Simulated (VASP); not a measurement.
The system is CuO.

```xyz
2
Lattice="0.0000 2.1166 2.1166 2.1166 0.0000 2.1166 2.1166 2.1166 0.0000" Properties=species:S:1:pos:R:3 pbc="T T T"
Cu    0.0000    0.0000    0.0000
O     2.1166    2.1166    2.1166
```

Program: VASP 6.6.1. Alike in all runs: task single point; potentials or basis VASP PAW PBE potentials, release 64 (Cu, O); spin collinear, ferromagnetic start; cell as given; smearing gaussian 0.1 eV.

Question: Order these runs on this cell by their pressure, lowest first.
A. level PBE; k mesh 2 × 2 × 2; cutoff (eV) 600
B. level r2SCAN+D3(BJ); k mesh 7 × 4 × 1; cutoff (eV) 660
C. level BLYP; fixed moment (μB) 1.0; k mesh 6 × 6 × 6; cutoff (eV) 600
D. level RPBE; k mesh 6 × 6 × 6; cutoff (eV) 600
E. level PBE; k mesh 4 × 4 × 4; cutoff (eV) 600

Answer: B (-6.1 GPa), E (2.5 GPa), A (4.4 GPa), D (8.1 GPa), C (11.5 GPa).

Caveats: all runs use coarse meshes; the PAW data sets were made with another functional, which shifts forces and pressure a little (at least some runs); a cell with one magnetic atom can't hold antiferromagnetic order, which such compounds often take (at least some runs); the total moment is fixed, so each spin has its own Fermi level and the state may be an excited one (at least some runs); a moment this small can come from the mesh or the smearing (at least some runs).
